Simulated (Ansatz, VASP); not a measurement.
**TiSi4Mo: VASP beside Ansatz**

Contents of INCAR:

```
SYSTEM = TiSi4Mo
PREC = Accurate
ENCUT = 520
EDIFF = 1E-6
ISMEAR = 0
SIGMA = 0.1
LREAL = .FALSE.
LASPH = .TRUE.
NELM = 60
ALGO = Normal
ISIF = 2
LWAVE = .FALSE.
LCHARG = .TRUE.
GGA = PE
LELF = .TRUE.
LVHAR = .TRUE.
NBANDS = 30
```

KPOINTS

```
regular mesh
0
G
  6 6 6
  0 0 0
```

The input POSCAR:

```
TiSi4Mo
1.0
    3.6731862000      0.0000000000      0.0000000000
    0.0000000000      1.8185815400      6.9640643000
    0.0000000000     -1.8185815400      6.9640643000
Ti Si Mo
1 4 1
Direct
    0.5000000000      0.1031180700      0.1031180700
    0.5000000000      0.4417485600      0.4417485600
    0.0000000000      0.5582514400      0.5582514400
    0.5000000000      0.7503148200      0.7503148200
    0.0000000000      0.2496851800      0.2496851800
    0.0000000000      0.8968819300      0.8968819300
```

Input for Ansatz:

```yaml
crystal:
  lattice:
    - [3.6731862, 0.0, 0.0]
    - [0.0, 1.81858154, 6.9640643]
    - [0.0, -1.81858154, 6.9640643]
  atoms:
    - { symbol: Ti, position: [0.5, 0.10311807, 0.10311807] }
    - { symbol: Si, position: [0.5, 0.44174856, 0.44174856] }
    - { symbol: Si, position: [0.0, 0.55825144, 0.55825144] }
    - { symbol: Si, position: [0.5, 0.75031482, 0.75031482] }
    - { symbol: Si, position: [0.0, 0.24968518, 0.24968518] }
    - { symbol: Mo, position: [0.0, 0.89688193, 0.89688193] }
basis:
  ecutwfc: 420
kpoints:
  mp_grid: { grid: [6, 6, 6] }
hamiltonian:
  xc: pbe
scf:
  occupations: { method: gaussian, width: 0.1 }
  lower_state_search: "off"
output:
  forces: true
  stress: true
  eigenvalues: true
```

Alike in both runs: task single point; functional PBE; k mesh 6 × 6 × 6; occupations gaussian, width 0.1 eV; no spin polarisation.

```csv
,VASP,Ansatz
version,VASP 6.6.1,Ansatz 0.2.0
potentials or method,"VASP PAW PBE potentials, release 64 (Ti_sv, Si, Mo_sv), cutoff 520 eV","scalar-relativistic, plane waves, PAW"
valence electrons in the cell,42,42
```

```csv
,VASP,Ansatz,Ansatz less VASP
gap on the k mesh at the Fermi level (eV),none,none,-
pressure (GPa),-11.1,-11.1,-0.03
"traceless stress, the component that is largest in VASP (GPa)",-0.45,-0.46,-0.009
rms of the force components (eV/Å),0.268,0.267,-0.0007
```

Atom by atom the forces differ by 0.003 eV/Å (rms over components). A gap of «none» marks a metal or a gap that the smearing closes. With one functional, cell and mesh, what is left measures potentials, basis and numerics.
